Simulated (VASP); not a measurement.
# Sb (R-3m) in VASP: a series of runs

The runs below take Sb through single point, with PBEsol.

Everything below comes from runs of VASP 6.6.1. Logs are shortened: lines on timing, memory, paths and dates and some standing lists are left out, and cuts for length are marked.

## Step 1: The cell of the first run

Symmetry: R-3m, No. 166, trigonal system. Conventional cell: a = 4.237 Å, b = 4.237 Å, c = 11.064 Å, α = 90.00°, β = 90.00°, γ = 120.00°. Sb (site symmetry 3m) has 6 Sb at 2.86 to 3.29 Å within 3.8 Å.

## Step 2: Single point, PBEsol (strain -0.015 along x and y, -0.015 along z)

INCAR

```
PREC     = Accurate       # precision mode
ENCUT    = 520            # plane-wave cutoff, eV
EDIFF    = 1E-6           # SCF threshold, eV
ISMEAR   = 0              # smearing method
SIGMA    = 0.15           # smearing width, eV
LREAL    = F              # projectors in reciprocal space
LASPH    = T              # aspherical terms in the spheres
NELM     = 100            # most SCF steps
ALGO     = Normal         # electronic algorithm
ISIF     = 2              # what is computed and relaxed
LWAVE    = F              # write WAVECAR
LCHARG   = T              # write CHGCAR
GGA      = PS             # functional
LELF     = T              # ELF
LVHAR    = T            
NBANDS   = 12             # bands
```

KPOINTS

```
regular mesh
0
Gamma
  12 12 12
```

POSCAR

```
Sb
1.0
    2.1183413270      1.2230249354      3.6878400000
   -2.1183413270      1.2230249354      3.6878400000
    0.0000000000     -2.4460498707      3.6878400000
Sb
2
Direct
    0.2336400000      0.2336400000      0.2336400000
    0.7663600000      0.7663600000      0.7663600000
```

Potentials or basis: VASP PAW PBE potentials, release 64 (Sb).

On the command line:

```bash
$ cat potpaw_PBE.64/Sb/POTCAR > POTCAR
$ mpirun -np 1 vasp_std > vasp.out
```

OUTCAR:

```text
PREC = Accurate
   ENCUT = 520
   EDIFF = 1E-6
   ISMEAR = 0
   LREAL = F
   LASPH = T
   NELM = 100
   ISIF = 2
   GGA = PS

 ion  position               nearest neighbor table
   1  0.234  0.234  0.234-   2 2.86   2 2.86   2 2.86   2 3.29   2 3.29   2 3.29
   2  0.766  0.766  0.766-   1 2.86   1 2.86   1 2.86   1 3.29   1 3.29   1 3.29

  LATTYP: Found a trigonal (rhomboedric) cell.
 ALAT       =     4.4253049427
 COS(alpha) =     0.5417151843

  Lattice vectors:

 A1 = (   2.1183413270,   1.2230249354,   3.6878400000)
 A2 = (  -2.1183413270,   1.2230249354,   3.6878400000)
 A3 = (   0.0000000000,  -2.4460498707,   3.6878400000)

Analysis of symmetry for initial positions (statically):
=====================================================================
 Subroutine PRICEL returns:
 Original cell was already a primitive cell.

 Routine SETGRP: Setting up the symmetry group for a
 trigonal (rhombohedral) supercell.

 Subroutine GETGRP returns: Found 12 space group operations
 (whereof 12 operations were pure point group operations)
 out of a pool of 12 trial point group operations.

The static configuration has the point symmetry D_3d.

Analysis of symmetry for dynamics (positions and initial velocities):
=====================================================================
 Subroutine PRICEL returns:
 Original cell was already a primitive cell.

 Routine SETGRP: Setting up the symmetry group for a
 trigonal (rhombohedral) supercell.

 Subroutine GETGRP returns: Found 12 space group operations
 (whereof 12 operations were pure point group operations)
 out of a pool of 12 trial point group operations.

The dynamic configuration has the point symmetry D_3d.

 Subroutine INISYM returns: Found 12 space group operations
 (whereof 12 operations are pure point group operations),
 and found     1 'primitive' translations

----------------------------------------------------------------------------------------

                                     Primitive cell

  volume of cell :      57.3264

  direct lattice vectors                    reciprocal lattice vectors
     2.118341327  1.223024935  3.687840000     0.236033728  0.136274136  0.090387146
    -2.118341327  1.223024935  3.687840000    -0.236033728  0.136274136  0.090387146
     0.000000000 -2.446049871  3.687840000     0.000000000 -0.272548272  0.090387146

  length of vectors
     4.425304943  4.425304943  4.425304943     0.287145254  0.287145254  0.287145254

  position of ions in fractional coordinates (direct lattice)
     0.233640000  0.233640000  0.233640000
     0.766360000  0.766360000  0.766360000

  ion indices of the primitive-cell ions
   primitive index   ion index
                 1           1
                 2           2

----------------------------------------------------------------------------------------

 KPOINTS: regular mesh

Automatic generation of k-mesh.
 Grid dimensions read from file:
 generate k-points for:   12   12   12

 Generating k-lattice:

  Cartesian coordinates                     Fractional coordinates (reciprocal lattice)
     0.019669477  0.011356178  0.007532262     0.083333333 -0.000000000  0.000000000
    -0.019669477  0.011356178  0.007532262    -0.000000000  0.083333333  0.000000000
     0.000000000 -0.022712356  0.007532262     0.000000000  0.000000000  0.083333333

  Length of vectors
     0.023928771  0.023928771  0.023928771

  Shift w.r.t. Gamma in fractional coordinates (k-lattice)
     0.000000000  0.000000000  0.000000000

 Subroutine IBZKPT returns following result:
 ===========================================

 Found    189 irreducible k-points:

 Following reciprocal coordinates:
            Coordinates               Weight
  0.000000  0.000000  0.000000      1.000000
  0.083333  0.000000 -0.000000      6.000000
  0.166667  0.000000  0.000000      6.000000
  0.250000  0.000000  0.000000      6.000000
  0.333333  0.000000  0.000000      6.000000
  0.416667  0.000000  0.000000      6.000000
[... 16 lines left out ...]
  0.500000  0.166667 -0.000000     12.000000
 -0.416667  0.166667 -0.000000     12.000000
 [... further k-points ...]
   k-points           NKPTS =    189   k-points in BZ     NKDIM =    189   number of bands    NBANDS=     12
   number of dos      NEDOS =    301   number of ions     NIONS =      2
   total plane-waves  NPLWV =  46656
   dimension x,y,z NGX =    36 NGY =   36 NGZ =   36
   dimension x,y,z NGXF=    72 NGYF=   72 NGZF=   72
   ions per type =               2
   NGX,Y,Z   is equivalent  to a cutoff of  13.52, 13.52, 13.52 a.u.
   NGXF,Y,Z  is equivalent  to a cutoff of  27.05, 27.05, 27.05 a.u.
 SYSTEM =  unknown system
   PREC   = accura    normal or accurate (medium, high low for compatibility)
   ISTART =      0    job   : 0-new  1-cont  2-samecut
   ICHARG =      2    charge: 1-file 2-atom 10-const
   ISPIN  =      1    spin polarized calculation?
   LNONCOLLINEAR =      F non collinear calculations
   LSORBIT =      F    spin-orbit coupling
   LASPH  =      T    aspherical Exc in radial PAW
   ENCUT  =  520.0 eV  38.22 Ry    6.18 a.u.   8.23  8.23  8.23*2*pi/ulx,y,z
   NELM   =    100;   NELMIN=  2; NELMDL= -5     # of ELM steps
   EDIFF  = 0.1E-05   stopping-criterion for ELM
   LREAL  =      F    real-space projection
   EDIFFG = 0.1E-04   stopping-criterion for IOM
   NSW    =      0    number of steps for IOM
   IBRION =     -1    ionic relax: 0-MD 1-quasi-New 2-CG
   NFREE  =      0    steps in history (QN), initial steepest desc. (CG)
   ISIF   =      2    stress and relaxation
   ISYM   =      2    0-nonsym 1-usesym 2-fastsym
   POTIM  = 0.5000    time-step for ionic-motion
   TEBEG  =    0.0;   TEEND  =   0.0 temperature during run
   PSTRESS=    0.0 pullay stress
   NELECT =      10.0000    total number of electrons
   NUPDOWN=      -1.0000    fix difference up-down
   EMIN   =  10.00;   EMAX   =-10.00  energy-range for DOS
   EFERMI =   0.00;   METHOD = LEGACY
   ISMEAR =     0;   SIGMA  =   0.15  broadening in eV -4-tet -1-fermi 0-gaus
   EFERMI_NEDOS =   21; number of points for ismear=-14 and -15
   IALGO  =     38    algorithm
   IMIX   =      4    mixing-type and parameters
     AMIX     =   0.40;   BMIX     =  1.00
     AMIX_MAG =   1.60;   BMIX_MAG =  1.00
  volume/ion in A,a.u.               =      28.66       193.43
  Fermi-wavevector in a.u.,A,eV,Ry     =   0.914724  1.728577 11.384261  0.836720
  Thomas-Fermi vector in A             =   2.039383
   LORBIT       =      0    0 simple, 1 ext, 2 COOP (PROOUT), +10 PAW based schemes
   GGA     = PS    functional components
   LHFCALC =     F    Hartree Fock is set to
   AEXX    =    0.0000 exact exchange contribution
   IVDW    =     0    specifies the selected vdW correction
   LEPSILON=     F    determine dielectric tensor
   LRPA    =     F    only Hartree local field effects (RPA)
 non-spin polarized calculation
 Gauss-broadening in eV      SIGMA  =   0.15
  energy-cutoff  :      520.00
  volume of cell :       57.33
 maximum number of plane-waves:      1560
 NGX is ok and might be reduce to    36
   NGX = 17   NGY = 17   NGZ = 17

 number of electron      10.0000000 magnetization

 Free energy of the ion-electron system (eV)
  ---------------------------------------------------
  ext. energy  EPLUGINS =         0.00000000
  ---------------------------------------------------
  free energy    TOTEN  =        -9.07719572 eV

  energy without entropy =       -9.07509006  energy(sigma->0) =       -9.07614289

 E-fermi :   7.8083     XC(G=0):  -9.8876

 val. band max:        7.6976124838   @ k =   0.4167   0.3333   0.3333
 cond. band min:       7.8567113534   @ k =  -0.4167   0.5000   0.4167
 fundamental gap:      0.1590988696
 Fermi energy:         7.8082975745

 k-point     1 :       0.0000    0.0000    0.0000
  band No.  band energies     occupation
      1      -5.3514      2.00000
      2       3.2953      2.00000
      3       5.6289      2.00000
      4       5.9128      2.00000
      5       5.9128      2.00000
      6       9.8937      0.00000
      7      10.5898      0.00000
      8      10.5898      0.00000
      9      12.8252      0.00000
     10      12.8252      0.00000
     11      13.0290      0.00000
     12      14.1464      0.00000

 k-point     2 :       0.0833    0.0000   -0.0000
  band No.  band energies     occupation
      1      -5.2703      2.00000
      2       2.8609      2.00000
      3       5.6630      2.00000
      4       5.8909      2.00000
      5       6.0988      2.00000
      6       9.8845      0.00000
      7      10.3722      0.00000
      8      10.3980      0.00000
      9      12.4226      0.00000
     10      12.8103      0.00000
     11      12.8165      0.00000
     12      14.8003      0.00000

 k-point     3 :       0.1667    0.0000    0.0000
  band No.  band energies     occupation
      1      -5.0279      2.00000
      2       1.9019      2.00000
      3       5.6680      2.00000
      4       5.8392      2.00000
      5       6.4694      2.00000
      6       9.6328      0.00000
      7       9.8624      0.00000
      8       9.8881      0.00000
      9      12.2096      0.00000
     10      12.7779      0.00000
     11      13.1037      0.00000
     12      16.0879      0.00000

 k-point     4 :       0.2500    0.0000    0.0000
  band No.  band energies     occupation
      1      -4.6273      2.00000
      2       0.7776      2.00000
      3       5.6878      2.00000
      4       5.7871      2.00000
      5       6.7758      2.00000
      6       9.0899      0.00000
      7       9.2029      0.00000
      8       9.2768      0.00000
      9      12.6261      0.00000
     10      13.2722      0.00000
     11      13.7827      0.00000
     12      17.6844      0.00000

 k-point     5 :       0.3333    0.0000    0.0000
  band No.  band energies     occupation
      1      -4.0754      2.00000
      2      -0.3554      2.00000
      3       5.7536      2.00000
      4       5.7567      2.00000
      5       7.0134      2.00000
      6       8.4816      0.00000
      7       8.5900      0.00000
      8       8.7422      0.00000
      9      13.4128      0.00000
     10      14.2559      0.00000
     11      14.7545      0.00000
     12      18.6070      0.00000
[... 228 lines left out ...]
      1      -4.2291      2.00000
      2       0.3975      2.00000
      3       4.4693      2.00000
      4       4.9280      2.00000
      5       6.0574      2.00000
      6       9.6674      0.00000
      7      10.2774      0.00000
      8      10.6980      0.00000
      9      11.6151      0.00000
     10      14.8516      0.00000
     11      15.4363      0.00000
     12      16.9665      0.00000

 k-point    22 :       0.4167    0.1667    0.0000
  band No.  band energies     occupation
      1      -3.6544      2.00000
      2      -0.5824      2.00000
      3       4.2783      2.00000
      4       4.8969      2.00000
      5       5.7879      2.00000
      6       9.8116      0.00000
      7       9.8905      0.00000
      8      10.5070      0.00000
      9      12.1996      0.00000
     10      15.6396      0.00000
     11      16.6186      0.00000
     12      17.1938      0.00000

 k-point    23 :       0.5000    0.1667   -0.0000
  band No.  band energies     occupation
      1      -2.9728      2.00000
      2      -1.5214      2.00000
      3       4.0253      2.00000
      4       5.0650      2.00000
      5       5.8002      2.00000
      6       9.2727      0.00000
      7       9.5417      0.00000
      8      10.7349      0.00000
      9      13.3286      0.00000
     10      15.7568      0.00000
     11      16.7222      0.00000
     12      16.9312      0.00000

 k-point    24 :      -0.4167    0.1667   -0.0000
  band No.  band energies     occupation
      1      -2.6687      2.00000
      2      -1.8909      2.00000
      3       3.8336      2.00000
      4       5.4132      2.00000
      5       6.0069      2.00000
      6       8.7432      0.00000
      7       9.1700      0.00000
      8      11.0425      0.00000
      9      14.3330      0.00000
     10      14.9000      0.00000
     11      15.5039      0.00000
     12      17.9307      0.00000

 [... further k-points ...]

------------------------ aborting loop because EDIFF is reached ----------------------------------------

  FORCE on cell =-STRESS in cart. coord.  units (eV):
  Direction    XX          YY          ZZ          XY          YZ          ZX
  --------------------------------------------------------------------------------------
  -------------------------------------------------------------------------------------
  Total        1.4447726      1.4447726      1.0224522     -0.0000000      0.0000000      0.0000000
  in kB       40.3789962     40.3789962     28.5758419     -0.0000000      0.0000000      0.0000000
  external PRESSURE =      36.4446115 kB  Pullay stress =       0.0000000 kB

 VOLUME and BASIS-vectors are now :
 -----------------------------------------------------------------------------
  energy-cutoff  :      520.00
  volume of cell :       57.33
      direct lattice vectors                 reciprocal lattice vectors
     2.118341327  1.223024935  3.687840000     0.236033728  0.136274136  0.090387146
    -2.118341327  1.223024935  3.687840000    -0.236033728  0.136274136  0.090387146
     0.000000000 -2.446049871  3.687840000     0.000000000 -0.272548272  0.090387146

 POSITION                                       TOTAL-FORCE (eV/Angst)
 -----------------------------------------------------------------------------------
      0.00000      0.00000      2.58488         0.000000      0.000000      0.484053
      0.00000      0.00000      8.47864         0.000000     -0.000000     -0.484053
 -----------------------------------------------------------------------------------
    total drift:                                0.000000     -0.000000      0.000000

  FREE ENERGIE OF THE ION-ELECTRON SYSTEM (eV)
  ---------------------------------------------------
  free  energy   TOTEN  =        -9.0771957176 eV

  energy  without entropy=       -9.0750900608  energy(sigma->0) =       -9.07614289
```

It took 2.3 min on 1 thread of Intel Xeon 8259CL, shared host; peak memory 0.27 GiB.

Results:

- Free energy: -9.0772 eV
- Pressure: 3.6 GPa
- Largest force: 0.484 eV/Å
- Band gap on the k mesh: zero (bands 5 and 6 overlap by 0.39 eV)

Forces in eV/Å, atoms in the order of the input:
```
Sb   0.000  0.000  0.484
Sb   0.000  0.000 -0.484
```

Caveat: the cell differs from its parent crystal (strain -0.015 along x and y, -0.015 along z); the cell stands under pressure; the PAW data sets were made with another functional, which shifts forces and pressure a little; spin-orbit coupling is left out, which moves the levels of the heavy elements.

## Step 3: Single point, PBEsol (strain -0.030 along x and y, +0.030 along z)

INCAR

```
SYSTEM = Sb
ALGO = Normal
EDIFF = 1E-7
ENCUT = 520
GGA = PS
ISIF = 2
ISMEAR = 0
LASPH = .True.
LCHARG = .False.
LREAL = .False.
LWAVE = .False.
NBANDS = 12
NELM = 80
PREC = Accurate
SIGMA = 0.15
```

KPOINTS

```
k-points
0
Gamma
  12 12 12
  0 0 0
```

POSCAR

```
Sb
1.0
    2.0860823220      1.2044001902      3.8563200000
   -2.0860823220      1.2044001902      3.8563200000
    0.0000000000     -2.4088003803      3.8563200000
Sb
2
Direct
    0.2336400000      0.2336400000      0.2336400000
    0.7663600000      0.7663600000      0.7663600000
```

Potentials or basis: VASP PAW PBE potentials, release 64 (Sb).

On the command line:

```bash
$ cat potpaw_PBE.64/Sb/POTCAR > POTCAR
$ mpirun -np 1 vasp_std > vasp.out
```

Wall time 2.9 min (1 thread of Intel Xeon 8259CL, shared host); peak memory 0.28 GiB.

The run converged. Its results:

- Free energy: -9.0659 eV
- Pressure: 3.0 GPa
- Largest force: 0.395 eV/Å
- Band gap on the k mesh: zero (bands 5 and 6 overlap by 0.42 eV)

Forces in eV/Å, atoms in the order of the input:
```
Sb   0.000  0.000  0.395
Sb   0.000  0.000 -0.395
```

Stress tensor (GPa, compression positive):
```
3.83 0.00 0.00
0.00 3.83 0.00
0.00 0.00 1.31
```

Levels at points of the mesh, in eV from the Fermi level:
| k point | band 3 | band 4 | band 5 | band 6 | band 7 | band 8 |
| --- | --- | --- | --- | --- | --- | --- |
| (0.00, 0.00, 0.00) | -2.57 | -1.59 | -1.59 | 2.09 | 2.77 | 2.77 |
| (0.50, 0.00, 0.00) | -2.22 | -1.98 | -0.32 | -0.16 | -0.12 | 0.61 |
| (0.50, 0.50, 0.00) | -5.61 | -4.07 | -3.58 | 1.42 | 5.01 | 5.69 |
| (0.50, 0.50, 0.50) | -1.11 | -1.11 | -0.02 | 0.41 | 0.41 | 1.55 |

Caveat: the cell differs from its parent crystal (strain -0.030 along x and y, +0.030 along z); the PAW data sets were made with another functional, which shifts forces and pressure a little; spin-orbit coupling is left out, which moves the levels of the heavy elements.

[end of part 1 of 2]

The gap in the log of VASP goes by the Fermi energy; the results here count the filled bands.